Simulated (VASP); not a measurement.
Input of a VASP 6.6.1 run:

Contents of POSCAR:

```
TiH2
1.0
   -1.5710294879      1.5710294879      2.0281086230
    1.5710294879     -1.5710294879      2.0281086230
    1.5710294879      1.5710294879     -2.0281086230
Ti H
1 2
Direct
    0.0000000000      0.0000000000      0.0000000000
    0.7500000000      0.2500000000      0.5000000000
    0.2500000000      0.7500000000      0.5000000000
```

Contents of INCAR.step1:

```
ALGO = Normal
EDIFF = 1E-4
ENCUT = 520
GGA = PE
ISMEAR = 0
LASPH = T
LCHARG = F
LREAL = F
LWAVE = T
NBANDS = 14
NELM = 60
PREC = Accurate
SIGMA = 0.1
```

INCAR.step2

```
ALGO = Normal
EDIFF = 1E-6
ENCUT = 520
ISIF = 2
ISMEAR = 0
ISTART = 1
LASPH = T
LCHARG = F
LMIXTAU = T
LREAL = F
LWAVE = F
METAGGA = R2SCAN
NBANDS = 14
NELM = 60
PREC = Accurate
SIGMA = 0.1
```

File KPOINTS:

```
k-points
0
Gamma
  18 18 18
```

Potentials or basis: VASP PAW PBE potentials, release 64 (Ti_sv, H).

The run is started by

```sh
$ cat potpaw_PBE.64/Ti_sv/POTCAR potpaw_PBE.64/H/POTCAR > POTCAR
$ cp INCAR.step1 INCAR
$ mpirun -np 1 vasp_std > vasp.out
$ cp INCAR.step2 INCAR
$ mpirun -np 1 vasp_std > vasp.out
```

(1) What does it give for the pressure?

(2) What does it give for the band gap on the k mesh?

Results:

(1) 10.8 GPa.

(2) zero (band 7 reaches 9.08 eV, above the bottom of band 8 at 8.32 eV).

Caveat: the PAW data sets were made with another functional, which shifts forces and pressure a little.
